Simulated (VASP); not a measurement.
# ScAl2Sb2As (P6/mmm) in VASP: single point with PBE

Aim: the single point of ScAl2Sb2As with PBE.

Everything below comes from runs of VASP 6.6.1. Logs are shortened: lines on timing, memory, paths and dates and some standing lists are left out, and cuts for length are marked.

## (1) The cell of the first run

The structure is hexagonal, space group P6/mmm (No. 191). Conventional cell: a = 5.351 Å, b = 5.351 Å, c = 10.325 Å, α = 90.00°, β = 90.00°, γ = 120.00°. Sc (site symmetry 6/mmm) has 2 Al at 2.80 Å within 3.7 Å. Al (site symmetry 6mm) has 1 As at 2.36 Å and 1 Sc at 2.80 Å within 3.1 Å. Sb (site symmetry -6m2) has 3 Sb at 3.09 Å and 3 As at 3.09 Å and 6 Al at 3.89 Å within 4.1 Å. Within 3.1 Å of As (site symmetry 6/mmm) lie 2 Al at 2.36 Å and 6 Sb at 3.09 Å.

The cell was generated, and may not be a known phase.

## (2) Single point, PBE, collinear spin

File INCAR:

```
ALGO = Normal ; EDIFF = 1E-6
ENCUT = 520 ; GGA = PE
ISIF = 2 ; ISMEAR = 0
ISPIN = 2 ; LASPH = T
LCHARG = T ; LELF = T
LMAXMIX = 4 ; LORBIT = 11
LREAL = F ; LVHAR = T
LWAVE = F ; MAGMOM = 1 0 0 0 0 0
NBANDS = 29 ; NELM = 150
PREC = Accurate ; SIGMA = 0.1
```

File KPOINTS:

```
k-points
0
Gamma
  6 6 2
```

File POSCAR:

```
ScAl2Sb2As
1.0
    5.3512761427      0.0000000000      0.0000000000
   -2.6756380714      4.6343410823      0.0000000000
    0.0000000000      0.0000000000     10.3247567992
Sc Al Sb As
1 2 2 1
Direct
    0.0000000000      0.0000000000      0.0000000000
    0.0000000000      0.0000000000      0.7283611121
    0.0000000000      0.0000000000      0.2716388879
    0.3333333333      0.6666666667      0.5000000000
    0.6666666667      0.3333333333      0.5000000000
    0.0000000000      0.0000000000      0.5000000000
```

Potentials or basis: VASP PAW PBE potentials, release 64 (Sc_sv, Al, Sb, As).

On the command line:

```sh
$ cat potpaw_PBE.64/Sc_sv/POTCAR potpaw_PBE.64/Al/POTCAR potpaw_PBE.64/Sb/POTCAR potpaw_PBE.64/As/POTCAR > POTCAR
$ mpirun -np 1 vasp_std > vasp.out
```

OUTCAR:

```text
EDIFF = 1E-6
   ENCUT = 520
   GGA = PE
   ISIF = 2
   ISMEAR = 0
   ISPIN = 2
   LASPH = T
   LORBIT = 11
   LREAL = F
   NELM = 150
   PREC = Accurate

 ion  position               nearest neighbor table
   1  0.000  0.000  0.000-   2 2.80   3 2.80
   2  0.000  0.000  0.728-   6 2.36   1 2.80
   3  0.000  0.000  0.272-   6 2.36   1 2.80
   4  0.333  0.667  0.500-   5 3.09   6 3.09   5 3.09   6 3.09   6 3.09   5 3.09
   5  0.667  0.333  0.500-   4 3.09   6 3.09   4 3.09   6 3.09   6 3.09   4 3.09
   6  0.000  0.000  0.500-   2 2.36   3 2.36   4 3.09   5 3.09   5 3.09   4 3.09   5 3.09   4 3.09

  LATTYP: Found a hexagonal cell.
 ALAT       =     5.3512761427
 C/A-ratio  =     1.9294008614

  Lattice vectors:

 A1 = (   5.3512761427,   0.0000000000,   0.0000000000)
 A2 = (  -2.6756380714,   4.6343410823,   0.0000000000)
 A3 = (   0.0000000000,   0.0000000000,  10.3247567992)

Analysis of symmetry for initial positions (statically):
=====================================================================
 Subroutine PRICEL returns:
 Original cell was already a primitive cell.

 Routine SETGRP: Setting up the symmetry group for a
 hexagonal supercell.

 Subroutine GETGRP returns: Found 24 space group operations
 (whereof 24 operations were pure point group operations)
 out of a pool of 24 trial point group operations.

The static configuration has the point symmetry D_6h.

Analysis of symmetry for dynamics (positions and initial velocities):
=====================================================================
 Subroutine PRICEL returns:
 Original cell was already a primitive cell.

 Routine SETGRP: Setting up the symmetry group for a
 hexagonal supercell.

 Subroutine GETGRP returns: Found 24 space group operations
 (whereof 24 operations were pure point group operations)
 out of a pool of 24 trial point group operations.

The dynamic configuration has the point symmetry D_6h.

Analysis of structural, dynamic, and magnetic symmetry:
=====================================================================
 Subroutine PRICEL returns:
 Original cell was already a primitive cell.

 Routine SETGRP: Setting up the symmetry group for a
 hexagonal supercell.

 Subroutine GETGRP returns: Found 24 space group operations
 (whereof 24 operations were pure point group operations)
 out of a pool of 24 trial point group operations.

The overall configuration has the point symmetry D_6h.

 Subroutine INISYM returns: Found 24 space group operations
 (whereof 24 operations are pure point group operations),
 and found     1 'primitive' translations

----------------------------------------------------------------------------------------

                                     Primitive cell

  volume of cell :     256.0502

  direct lattice vectors                    reciprocal lattice vectors
     5.351276143  0.000000000  0.000000000     0.186871313  0.107890203  0.000000000
    -2.675638071  4.634341082  0.000000000     0.000000000  0.215780406  0.000000000
     0.000000000  0.000000000 10.324756799     0.000000000  0.000000000  0.096854582

  length of vectors
     5.351276143  5.351276143 10.324756799     0.215780406  0.215780406  0.096854582

  position of ions in fractional coordinates (direct lattice)
     0.000000000  0.000000000  0.000000000
     0.000000000  0.000000000  0.728361112
     0.000000000  0.000000000  0.271638888
     0.333333333  0.666666667  0.500000000
     0.666666667  0.333333333  0.500000000
     0.000000000  0.000000000  0.500000000

  ion indices of the primitive-cell ions
   primitive index   ion index
                 1           1
                 2           2
                 3           3
                 4           4
                 5           5
                 6           6

----------------------------------------------------------------------------------------

 KPOINTS: k-points

Automatic generation of k-mesh.
 Grid dimensions read from file:
 generate k-points for:    6    6    2

 Generating k-lattice:

  Cartesian coordinates                     Fractional coordinates (reciprocal lattice)
     0.031145219  0.017981700  0.000000000     0.166666667 -0.000000000  0.000000000
     0.000000000  0.035963401  0.000000000     0.000000000  0.166666667  0.000000000
     0.000000000  0.000000000  0.048427291     0.000000000  0.000000000  0.500000000

  Length of vectors
     0.035963401  0.035963401  0.048427291

  Shift w.r.t. Gamma in fractional coordinates (k-lattice)
     0.000000000  0.000000000  0.000000000

 Subroutine IBZKPT returns following result:
 ===========================================

 Found     14 irreducible k-points:

 Following reciprocal coordinates:
            Coordinates               Weight
  0.000000  0.000000  0.000000      1.000000
  0.166667 -0.000000  0.000000      6.000000
  0.333333  0.000000  0.000000      6.000000
  0.500000  0.000000  0.000000      3.000000
  0.166667  0.166667  0.000000      6.000000
  0.333333  0.166667  0.000000     12.000000
  0.333333  0.333333  0.000000      2.000000
  0.000000  0.000000  0.500000      1.000000
  0.166667 -0.000000  0.500000      6.000000
  0.333333  0.000000  0.500000      6.000000
  0.500000  0.000000  0.500000      3.000000
  0.166667  0.166667  0.500000      6.000000
  0.333333  0.166667  0.500000     12.000000
  0.333333  0.333333  0.500000      2.000000
   k-points           NKPTS =     14   k-points in BZ     NKDIM =     14   number of bands    NBANDS=     29
   number of dos      NEDOS =    301   number of ions     NIONS =      6
   total plane-waves  NPLWV = 128000
   dimension x,y,z NGX =    40 NGY =   40 NGZ =   80
   dimension x,y,z NGXF=    80 NGYF=   80 NGZF=  160
   ions per type =               1   2   2   1
   NGX,Y,Z   is equivalent  to a cutoff of  12.43, 12.43, 12.88 a.u.
   NGXF,Y,Z  is equivalent  to a cutoff of  24.85, 24.85, 25.76 a.u.
 SYSTEM =  unknown system
   PREC   = accura    normal or accurate (medium, high low for compatibility)
   ISTART =      0    job   : 0-new  1-cont  2-samecut
   ICHARG =      2    charge: 1-file 2-atom 10-const
   ISPIN  =      2    spin polarized calculation?
   LNONCOLLINEAR =      F non collinear calculations
   LSORBIT =      F    spin-orbit coupling
   LASPH  =      T    aspherical Exc in radial PAW
   ENCUT  =  520.0 eV  38.22 Ry    6.18 a.u.   9.95  9.95 19.20*2*pi/ulx,y,z
   NELM   =    150;   NELMIN=  2; NELMDL= -5     # of ELM steps
   EDIFF  = 0.1E-05   stopping-criterion for ELM
   LREAL  =      F    real-space projection
   EDIFFG = 0.1E-04   stopping-criterion for IOM
   NSW    =      0    number of steps for IOM
[... 5 lines left out ...]
   TEBEG  =    0.0;   TEEND  =   0.0 temperature during run
   PSTRESS=    0.0 pullay stress
   NELECT =      32.0000    total number of electrons
   NUPDOWN=      -1.0000    fix difference up-down
   EMIN   =  10.00;   EMAX   =-10.00  energy-range for DOS
   EFERMI =   0.00;   METHOD = LEGACY
   ISMEAR =     0;   SIGMA  =   0.10  broadening in eV -4-tet -1-fermi 0-gaus
   EFERMI_NEDOS =   21; number of points for ismear=-14 and -15
   IALGO  =     38    algorithm
   IMIX   =      4    mixing-type and parameters
     AMIX     =   0.40;   BMIX     =  1.00
     AMIX_MAG =   1.60;   BMIX_MAG =  1.00
  volume/ion in A,a.u.               =      42.68       287.99
  Fermi-wavevector in a.u.,A,eV,Ry     =   0.818496  1.546733  9.115023  0.669935
  Thomas-Fermi vector in A             =   1.929133
   LORBIT       =     11    0 simple, 1 ext, 2 COOP (PROOUT), +10 PAW based schemes
   GGA     = PE    functional components
   LHFCALC =     F    Hartree Fock is set to
   AEXX    =    0.0000 exact exchange contribution
   IVDW    =     0    specifies the selected vdW correction
   LEPSILON=     F    determine dielectric tensor
   LRPA    =     F    only Hartree local field effects (RPA)
 spin polarized calculation
 Gauss-broadening in eV      SIGMA  =   0.10
  energy-cutoff  :      520.00
  volume of cell :      256.05
 maximum number of plane-waves:      6920
 NGX is ok and might be reduce to    40
   NGX = 19   NGY = 19   NGZ = 39

 number of electron      31.9999997 magnetization       2.0946267

 Free energy of the ion-electron system (eV)
  ---------------------------------------------------
  ext. energy  EPLUGINS =         0.00000000
  ---------------------------------------------------
  free energy    TOTEN  =       -20.49817575 eV

  energy without entropy =      -20.44547587  energy(sigma->0) =      -20.47182581

 E-fermi :   2.0686     XC(G=0):  -7.1473

 val. band max:        2.0636727949   @ k =   0.1667  -0.0000   0.0000
 cond. band min:       2.0716584702   @ k =   0.3333   0.1667   0.5000
 fundamental gap:      0.0079856753
 Fermi energy:         2.0686462277

 spin component 1

 k-point     1 :       0.0000    0.0000    0.0000
  band No.  band energies     occupation
      1     -48.8066      1.00000
      2     -27.5847      1.00000
      3     -27.5847      1.00000
      4     -27.2381      1.00000
      5     -10.6355      1.00000
      6      -6.5250      1.00000
[... 20 lines left out ...]
     27       6.7920      0.00000
     28       6.8735      0.00000

 k-point     2 :       0.1667   -0.0000    0.0000
  band No.  band energies     occupation
      1     -48.8066      1.00000
      2     -27.5849      1.00000
      3     -27.5848      1.00000
      4     -27.2381      1.00000
      5     -10.4823      1.00000
      6      -6.8192      1.00000
[... 364 lines left out ...]
 k-point    14 :       0.3333    0.3333    0.5000
  band No.  band energies     occupation
      1     -48.8066      1.00000
      2     -27.5851      1.00000
      3     -27.5851      1.00000
      4     -27.2380      1.00000
      5      -9.6250      1.00000
      6      -7.4157      1.00000
[... 20 lines left out ...]
     27       5.1334      0.00000
     28       5.2555      0.00000
 Fermi energy:         2.0686462277

 spin component 2

 k-point     1 :       0.0000    0.0000    0.0000
  band No.  band energies     occupation
      1     -47.9589      1.00000
      2     -26.8395      1.00000
      3     -26.8395      1.00000
      4     -26.1060      1.00000
      5     -10.6506      1.00000
      6      -6.5505      1.00000
[... 20 lines left out ...]
     27       6.9341      0.00000
     28       6.9341      0.00000

 k-point     2 :       0.1667   -0.0000    0.0000
  band No.  band energies     occupation
      1     -47.9589      1.00000
      2     -26.8396      1.00000
      3     -26.8395      1.00000
      4     -26.1060      1.00000
      5     -10.4968      1.00000
      6      -6.8441      1.00000
[... 364 lines left out ...]
 k-point    14 :       0.3333    0.3333    0.5000
  band No.  band energies     occupation
      1     -47.9588      1.00000
      2     -26.8399      1.00000
      3     -26.8399      1.00000
      4     -26.1059      1.00000
      5      -9.6333      1.00000
      6      -7.4446      1.00000
[... 20 lines left out ...]
     27       5.1714      0.00000
     28       5.6683      0.00000
 [bands above 28 left out]

------------------------ aborting loop because EDIFF is reached ----------------------------------------

  FORCE on cell =-STRESS in cart. coord.  units (eV):
  Direction    XX          YY          ZZ          XY          YZ          ZX
  --------------------------------------------------------------------------------------
  -------------------------------------------------------------------------------------
  Total        0.3872408      0.3872408     -0.2442671     -0.0000000      0.0000000     -0.0000000
  in kB        2.4230733      2.4230733     -1.5284473     -0.0000000      0.0000000     -0.0000000
  external PRESSURE =       1.1058998 kB  Pullay stress =       0.0000000 kB

 VOLUME and BASIS-vectors are now :
 -----------------------------------------------------------------------------
  energy-cutoff  :      520.00
  volume of cell :      256.05
      direct lattice vectors                 reciprocal lattice vectors
     5.351276143  0.000000000  0.000000000     0.186871313  0.107890203  0.000000000
    -2.675638071  4.634341082  0.000000000     0.000000000  0.215780406  0.000000000
     0.000000000  0.000000000 10.324756799     0.000000000  0.000000000  0.096854582

 POSITION                                       TOTAL-FORCE (eV/Angst)
 -----------------------------------------------------------------------------------
      0.00000      0.00000      0.00000         0.000000      0.000000      0.000000
      0.00000      0.00000      7.52015        -0.000000      0.000000      0.122399
      0.00000      0.00000      2.80461        -0.000000     -0.000000     -0.122399
     -0.00000      3.08956      5.16238         0.000000      0.000000      0.000000
      2.67564      1.54478      5.16238        -0.000000      0.000000      0.000000
      0.00000      0.00000      5.16238         0.000000      0.000000      0.000000
 -----------------------------------------------------------------------------------
    total drift:                                0.000000     -0.000000      0.000000

  FREE ENERGIE OF THE ION-ELECTRON SYSTEM (eV)
  ---------------------------------------------------
  free  energy   TOTEN  =       -20.4981757505 eV

  energy  without entropy=      -20.4454758725  energy(sigma->0) =      -20.47182581

 total charge

# of ion       s       p       d       tot
------------------------------------------
    1        2.178   6.025   1.081   9.284
    2        0.528   0.245   0.000   0.773
    3        0.528   0.245   0.000   0.773
    4        1.253   1.062   0.035   2.350
    5        1.253   1.062   0.035   2.350
    6        1.261   1.511   0.050   2.822
--------------------------------------------------
tot          7.000  10.151   1.200  18.351

 magnetization (x)

# of ion       s       p       d       tot
------------------------------------------
    1        0.043   0.023   0.935   1.001
    2       -0.002   0.027   0.000   0.025
    3       -0.002   0.027   0.000   0.025
    4       -0.003  -0.019  -0.000  -0.023
    5       -0.003  -0.019  -0.000  -0.023
    6       -0.002  -0.006   0.000  -0.008
--------------------------------------------------
tot          0.030   0.033   0.935   0.998
```

Wall time 11 min (1 thread of Oxide Virtual Turin-like, shared host); peak memory 0.53 GiB.

Results:

* Free energy: -20.4982 eV
* Pressure: 0.1 GPa
* Largest force: 0.122 eV/Å
* Net moment: 2.09 μB per cell
* Site moments: Sc +1.00; Al +0.03; Sb -0.02; As -0.01 μB
* Valence electrons inside the program's atomic spheres: Sc 9.28; Al 0.77; Sb 2.35; As 2.82

Forces in eV/Å, atoms in the order of the input:
```
Sc   0.000  0.000  0.000
Al   0.000  0.000  0.122
Al   0.000  0.000 -0.122
Sb   0.000  0.000  0.000
Sb   0.000  0.000  0.000
As   0.000  0.000  0.000
```

Levels at points of the mesh, in eV from the Fermi level:
Spin up:
| k point | band 14 | band 15 | band 16 | band 17 | band 18 | band 19 | band 20 | band 21 |
| --- | --- | --- | --- | --- | --- | --- | --- | --- |
| (0.00, 0.00, 0.00) | -2.01 | -1.05 | -0.81 | -0.04 | -0.04 | 0.40 | 0.40 | 0.58 |
| (0.50, 0.00, 0.00) | -0.23 | -0.22 | -0.20 | -0.19 | -0.08 | -0.06 | 0.68 | 0.82 |
| (0.00, 0.00, 0.50) | -2.97 | -1.10 | -0.46 | 0.08 | 0.08 | 0.39 | 0.39 | 1.16 |
| (0.50, 0.00, 0.50) | -0.32 | -0.29 | -0.19 | -0.04 | 0.09 | 0.18 | 0.62 | 0.68 |
Spin down:
| k point | band 11 | band 12 | band 13 | band 14 | band 15 | band 16 | band 17 | band 18 | band 19 | band 20 |
| --- | --- | --- | --- | --- | --- | --- | --- | --- | --- | --- |
| (0.00, 0.00, 0.00) | -3.64 | -2.99 | -2.99 | -1.71 | -1.10 | 0.01 | 0.79 | 0.79 | 0.98 | 1.16 |
| (0.50, 0.00, 0.00) | -2.32 | -1.38 | -0.73 | -0.29 | -0.21 | 0.26 | 0.49 | 0.75 | 0.80 | 1.14 |
| (0.00, 0.00, 0.50) | -3.45 | -2.99 | -2.99 | -2.76 | -1.12 | 0.32 | 1.09 | 1.09 | 1.15 | 1.15 |
| (0.50, 0.00, 0.50) | -2.37 | -2.32 | -0.73 | -0.31 | -0.21 | 0.28 | 0.82 | 0.84 | 0.85 | 0.89 |

Caveat: spin-orbit coupling is left out, which moves the levels of the heavy elements.
